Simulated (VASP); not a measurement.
# Na2S (Fm-3m) in VASP: further runs

Na2S is run at these levels: PBEsol; tasks: single point.

Program: VASP 6.6.1. These are calculated values, not measurements. Logs are shortened: lines on timing, memory, paths and dates and some standing lists are left out, and cuts for length are marked.

## Step 1: The cell of the first run

It takes space group Fm-3m (No. 225, cubic). Conventional cell: a = 6.511 Å, b = 6.511 Å, c = 6.511 Å, α = 90.00°, β = 90.00°, γ = 90.00°. S (site symmetry m-3m) has 8 Na at 2.82 Å within 3.7 Å. Na (site symmetry -43m) has 4 S at 2.82 Å and 6 Na at 3.26 Å within 3.7 Å.

## Step 2: Single point, PBEsol

Input file INCAR:

```
ALGO = Normal ; EDIFF = 1E-6
ENCUT = 500 ; GGA = PS
GGA_COMPAT = False ; ISIF = 2
ISMEAR = 0 ; LASPH = True
LCHARG = True ; LELF = True
LREAL = False ; LVHAR = True
LWAVE = False ; NBANDS = 17
NELM = 120 ; PREC = Accurate
SIGMA = 0.01
```

Input file KPOINTS:

```
k-points
0
Gamma
  2 2 2
```

Input file POSCAR:

```
Na2S
1.0
    0.0000000000      3.2554324741      3.2554324741
    3.2554324741      0.0000000000      3.2554324741
    3.2554324741      3.2554324741      0.0000000000
S Na
1 2
Direct
    0.0000000000      0.0000000000      0.0000000000
    0.2500000000      0.2500000000      0.2500000000
    0.7500000000      0.7500000000      0.7500000000
```

Potentials or basis: VASP PAW PBE potentials, release 64 (S, Na_pv).

Launch:

```bash
cat potpaw_PBE.64/S/POTCAR potpaw_PBE.64/Na_pv/POTCAR > POTCAR
mpirun -np 1 vasp_std > vasp.out
```

OUTCAR:

```text
EDIFF = 1E-6
   ENCUT = 500
   GGA = PS
   ISIF = 2
   ISMEAR = 0
   LASPH = True
   LREAL = False
   NELM = 120
   PREC = Accurate

 ion  position               nearest neighbor table
   1  0.000  0.000  0.000-
   2  0.250  0.250  0.250-
   3  0.750  0.750  0.750-

  LATTYP: Found a face centered cubic cell.
 ALAT       =     6.5108649482

  Lattice vectors:

 A1 = (   0.0000000000,   3.2554324741,   3.2554324741)
 A2 = (   3.2554324741,   0.0000000000,   3.2554324741)
 A3 = (   3.2554324741,   3.2554324741,   0.0000000000)

Analysis of symmetry for initial positions (statically):
=====================================================================
 Subroutine PRICEL returns:
 Original cell was already a primitive cell.

 Routine SETGRP: Setting up the symmetry group for a
 face centered cubic supercell.

 Subroutine GETGRP returns: Found 48 space group operations
 (whereof 48 operations were pure point group operations)
 out of a pool of 48 trial point group operations.

The static configuration has the point symmetry O_h .

Analysis of symmetry for dynamics (positions and initial velocities):
=====================================================================
 Subroutine PRICEL returns:
 Original cell was already a primitive cell.

 Routine SETGRP: Setting up the symmetry group for a
 face centered cubic supercell.

 Subroutine GETGRP returns: Found 48 space group operations
 (whereof 48 operations were pure point group operations)
 out of a pool of 48 trial point group operations.

The dynamic configuration has the point symmetry O_h .

 Subroutine INISYM returns: Found 48 space group operations
 (whereof 48 operations are pure point group operations),
 and found     1 'primitive' translations

----------------------------------------------------------------------------------------

                                     Primitive cell

  volume of cell :      69.0011

  direct lattice vectors                    reciprocal lattice vectors
     0.000000000  3.255432474  3.255432474    -0.153589424  0.153589424  0.153589424
     3.255432474  0.000000000  3.255432474     0.153589424 -0.153589424  0.153589424
     3.255432474  3.255432474  0.000000000     0.153589424  0.153589424 -0.153589424

  length of vectors
     4.603876756  4.603876756  4.603876756     0.266024687  0.266024687  0.266024687

  position of ions in fractional coordinates (direct lattice)
     0.000000000  0.000000000  0.000000000
     0.250000000  0.250000000  0.250000000
     0.750000000  0.750000000  0.750000000

  ion indices of the primitive-cell ions
   primitive index   ion index
                 1           1
                 2           2
                 3           3

----------------------------------------------------------------------------------------

 KPOINTS: k-points

Automatic generation of k-mesh.
 Grid dimensions read from file:
 generate k-points for:    2    2    2

 Generating k-lattice:

  Cartesian coordinates                     Fractional coordinates (reciprocal lattice)
    -0.076794712  0.076794712  0.076794712     0.500000000  0.000000000  0.000000000
     0.076794712 -0.076794712  0.076794712     0.000000000  0.500000000  0.000000000
     0.076794712  0.076794712 -0.076794712     0.000000000  0.000000000  0.500000000

  Length of vectors
     0.133012343  0.133012343  0.133012343

  Shift w.r.t. Gamma in fractional coordinates (k-lattice)
     0.000000000  0.000000000  0.000000000

 Subroutine IBZKPT returns following result:
 ===========================================

 Found      3 irreducible k-points:

 Following reciprocal coordinates:
            Coordinates               Weight
  0.000000  0.000000  0.000000      1.000000
  0.500000  0.000000  0.000000      4.000000
  0.500000  0.500000  0.000000      3.000000
   k-points           NKPTS =      3   k-points in BZ     NKDIM =      3   number of bands    NBANDS=     17
   number of dos      NEDOS =    301   number of ions     NIONS =      3
   total plane-waves  NPLWV =  46656
   dimension x,y,z NGX =    36 NGY =   36 NGZ =   36
   dimension x,y,z NGXF=    72 NGYF=   72 NGZF=   72
   ions per type =               1   2
   NGX,Y,Z   is equivalent  to a cutoff of  13.00, 13.00, 13.00 a.u.
   NGXF,Y,Z  is equivalent  to a cutoff of  26.00, 26.00, 26.00 a.u.
 SYSTEM =  unknown system
   PREC   = accura    normal or accurate (medium, high low for compatibility)
   ISTART =      0    job   : 0-new  1-cont  2-samecut
   ICHARG =      2    charge: 1-file 2-atom 10-const
   ISPIN  =      1    spin polarized calculation?
   LNONCOLLINEAR =      F non collinear calculations
   LSORBIT =      F    spin-orbit coupling
   LASPH  =      T    aspherical Exc in radial PAW
   ENCUT  =  500.0 eV  36.75 Ry    6.06 a.u.   8.39  8.39  8.39*2*pi/ulx,y,z
   NELM   =    120;   NELMIN=  2; NELMDL= -5     # of ELM steps
   EDIFF  = 0.1E-05   stopping-criterion for ELM
   LREAL  =      F    real-space projection
   EDIFFG = 0.1E-04   stopping-criterion for IOM
   NSW    =      0    number of steps for IOM
   IBRION =     -1    ionic relax: 0-MD 1-quasi-New 2-CG
   NFREE  =      0    steps in history (QN), initial steepest desc. (CG)
   ISIF   =      2    stress and relaxation
   ISYM   =      2    0-nonsym 1-usesym 2-fastsym
   POTIM  = 0.5000    time-step for ionic-motion
   TEBEG  =    0.0;   TEEND  =   0.0 temperature during run
   PSTRESS=    0.0 pullay stress
   NELECT =      20.0000    total number of electrons
   NUPDOWN=      -1.0000    fix difference up-down
   EMIN   =  10.00;   EMAX   =-10.00  energy-range for DOS
   EFERMI =   0.00;   METHOD = LEGACY
   ISMEAR =     0;   SIGMA  =   0.01  broadening in eV -4-tet -1-fermi 0-gaus
   EFERMI_NEDOS =   21; number of points for ismear=-14 and -15
   IALGO  =     38    algorithm
   IMIX   =      4    mixing-type and parameters
     AMIX     =   0.40;   BMIX     =  1.00
     AMIX_MAG =   1.60;   BMIX_MAG =  1.00
  volume/ion in A,a.u.               =      23.00       155.21
  Fermi-wavevector in a.u.,A,eV,Ry     =   1.083427  2.047379 15.970697  1.173813
  Thomas-Fermi vector in A             =   2.219492
   LORBIT       =      0    0 simple, 1 ext, 2 COOP (PROOUT), +10 PAW based schemes
   GGA     = PS    functional components
   LHFCALC =     F    Hartree Fock is set to
   AEXX    =    0.0000 exact exchange contribution
   IVDW    =     0    specifies the selected vdW correction
   LEPSILON=     F    determine dielectric tensor
   LRPA    =     F    only Hartree local field effects (RPA)
 non-spin polarized calculation
 Gauss-broadening in eV      SIGMA  =   0.01
  energy-cutoff  :      500.00
  volume of cell :       69.00
 maximum number of plane-waves:      1807
 NGX is ok and might be reduce to    36
   NGX = 17   NGY = 17   NGZ = 17

 number of electron      19.9999984 magnetization

 Free energy of the ion-electron system (eV)
  ---------------------------------------------------
  ext. energy  EPLUGINS =         0.00000000
  ---------------------------------------------------
  free energy    TOTEN  =       -10.03958324 eV

  energy without entropy =      -10.03958324  energy(sigma->0) =      -10.03958324

 E-fermi :   0.5025     XC(G=0):  -7.9328

 val. band max:        0.3765964649   @ k =   0.0000   0.0000   0.0000
 cond. band min:       2.6870825194   @ k =   0.0000   0.0000   0.0000
 fundamental gap:      2.3104860545
 Fermi energy:         0.5024753553

 k-point     1 :       0.0000    0.0000    0.0000
  band No.  band energies     occupation
      1     -21.9247      2.00000
      2     -21.9247      2.00000
      3     -21.9247      2.00000
      4     -21.8676      2.00000
      5     -21.8676      2.00000
      6     -21.8676      2.00000
[... 9 lines left out ...]
     16       9.5808      0.00000
     17      11.4192      0.00000

 k-point     2 :       0.5000    0.0000    0.0000
  band No.  band energies     occupation
      1     -21.9056      2.00000
      2     -21.9000      2.00000
      3     -21.8980      2.00000
      4     -21.8980      2.00000
      5     -21.8963      2.00000
      6     -21.8963      2.00000
[... 9 lines left out ...]
     16      11.7052      0.00000
     17      11.7052      0.00000

 k-point     3 :       0.5000    0.5000    0.0000
  band No.  band energies     occupation
      1     -21.9525      2.00000
      2     -21.9365      2.00000
      3     -21.9365      2.00000
      4     -21.8599      2.00000
      5     -21.8599      2.00000
      6     -21.8530      2.00000
[... 9 lines left out ...]
     16      11.9746      0.00000
     17      12.3343      0.00000

------------------------ aborting loop because EDIFF is reached ----------------------------------------

  FORCE on cell =-STRESS in cart. coord.  units (eV):
  Direction    XX          YY          ZZ          XY          YZ          ZX
  --------------------------------------------------------------------------------------
  -------------------------------------------------------------------------------------
  Total        0.3184993      0.3184993      0.3184993     -0.0000000     -0.0000000      0.0000000
  in kB        7.3954228      7.3954228      7.3954228     -0.0000000     -0.0000000      0.0000000
  external PRESSURE =       7.3954228 kB  Pullay stress =       0.0000000 kB

 VOLUME and BASIS-vectors are now :
 -----------------------------------------------------------------------------
  energy-cutoff  :      500.00
  volume of cell :       69.00
      direct lattice vectors                 reciprocal lattice vectors
     0.000000000  3.255432474  3.255432474    -0.153589424  0.153589424  0.153589424
     3.255432474  0.000000000  3.255432474     0.153589424 -0.153589424  0.153589424
     3.255432474  3.255432474  0.000000000     0.153589424  0.153589424 -0.153589424

 POSITION                                       TOTAL-FORCE (eV/Angst)
 -----------------------------------------------------------------------------------
      0.00000      0.00000      0.00000        -0.000000     -0.000000      0.000000
      1.62772      1.62772      1.62772         0.000000      0.000000      0.000000
      4.88315      4.88315      4.88315        -0.000000     -0.000000     -0.000000
 -----------------------------------------------------------------------------------
    total drift:                                0.000000      0.000000      0.000000

  FREE ENERGIE OF THE ION-ELECTRON SYSTEM (eV)
  ---------------------------------------------------
  free  energy   TOTEN  =       -10.0395832450 eV

  energy  without entropy=      -10.0395832450  energy(sigma->0) =      -10.03958324
```

It took 4.5 s on 1 thread of Intel Xeon 6975P-C (Granite Rapids), shared host; peak memory 0.18 GiB.

Results:

- Free energy: -10.0396 eV
- Pressure: 0.7 GPa
- Band gap on the k mesh: 2.31 eV, direct

Caveat: the k points lie up to 0.84 Å⁻¹ apart; the PAW data sets were made with another functional, which shifts forces and pressure a little. As with any semilocal functional, this PBEsol gap is likely too small.

## Step 3: Single point, PBEsol

Input file INCAR:

```
SYSTEM = Na2S
PREC = Accurate ; ENCUT = 500
EDIFF = 1E-6 ; ISMEAR = 0
SIGMA = 0.01 ; LREAL = .FALSE.
LASPH = .TRUE. ; NELM = 120
ALGO = Normal ; ISIF = 2
LWAVE = .FALSE. ; LCHARG = .FALSE.
GGA = PS ; NBANDS = 17
GGA_COMPAT = .FALSE.
```

Input file KPOINTS:

```
Automatic mesh
0
G
  4 4 4
  0 0 0
```

POSCAR is that of step 2.

Potentials or basis: VASP PAW PBE potentials, release 64 (S, Na_pv).

Launch:

```bash
cat potpaw_PBE.64/S/POTCAR potpaw_PBE.64/Na_pv/POTCAR > POTCAR
mpirun -np 1 vasp_std > vasp.out
```

Run time: 8 s. Hardware: 1 thread of Intel Xeon 6975P-C (Granite Rapids), shared host; peak memory 0.19 GiB.

Results (log left out):

* Free energy: -10.3708 eV
* Pressure: -0.1 GPa
* Band gap on the k mesh: 2.41 eV, direct

Levels at points of the mesh, in eV from the valence-band top:
```csv
k point,band 8,band 9,band 10,band 11,band 12,band 13
"(0.00, 0.00, 0.00)",0.00,0.00,0.00,2.41,7.71,7.71
"(0.50, 0.00, 0.00)",-1.70,-0.14,-0.14,4.76,6.37,7.08
"(0.50, 0.50, 0.00)",-1.52,-0.47,-0.47,3.70,5.99,8.51
```

Caveat: the PAW data sets were made with another functional, which shifts forces and pressure a little. As with any semilocal functional, this PBEsol gap is likely too small.
